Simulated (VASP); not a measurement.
Wanted: the native input for a VASP 6.6.1 run.

```
Task                   : single point
Functional             : PBE
Potentials or basis    : VASP PAW PBE potentials, release 64 (Mg, O)
Cutoff                 : 520 eV
k mesh                 : 10 × 10 × 10
Occupations            : fermi-dirac, width 0.02 eV
Spin                   : no spin polarisation
Dipole correction      : no
Further INCAR settings : ALGO = Normal; EDIFF = 1e-07; NBANDS = 11
```

The structure of MgO lies in POSCAR:

```
MgO
1.0
   -0.0372806204      2.1069301434      2.1069301434
    2.1069301434     -0.0372806204      2.1069301434
    2.1069301434      2.1069301434     -0.0372806204
Mg O
1 1
Direct
    0.0000000000      0.0000000000      0.0000000000
    0.5000000000      0.5000000000      0.5000000000
```

This cell differs from its parent crystal: epitaxial 111 strain +2.0%.

These files were run (other wordings do the same):

INCAR

```
SYSTEM = MgO
  PREC = Accurate
  ENCUT = 520
  EDIFF = 1E-7
  ISMEAR = -1
  SIGMA = 0.02
  LREAL = .False.
  LASPH = .True.
  NELM = 60
  ALGO = Normal
  ISIF = 2
  LWAVE = .False.
  LCHARG = .False.
  GGA = PE
  NBANDS = 11
```

KPOINTS

```
regular mesh
0
Gamma
  10 10 10
  0 0 0
```

Potentials or basis: VASP PAW PBE potentials, release 64 (Mg, O).

Command:

```sh
$ cat potpaw_PBE.64/Mg/POTCAR potpaw_PBE.64/O/POTCAR > POTCAR
$ mpirun -np 1 vasp_std > vasp.out
```

Results of the run:

```
Pressure               : -0.4 GPa
Band gap on the k mesh : 4.33 eV, direct
```

Caveat: the cell differs from its parent crystal (epitaxial 111 strain +2.0%).

Wall time 12 s on 1 thread of Intel(R) Xeon(R) 6975P-C (Granite Rapids), with other jobs on the host, peak memory 0.15 GiB.
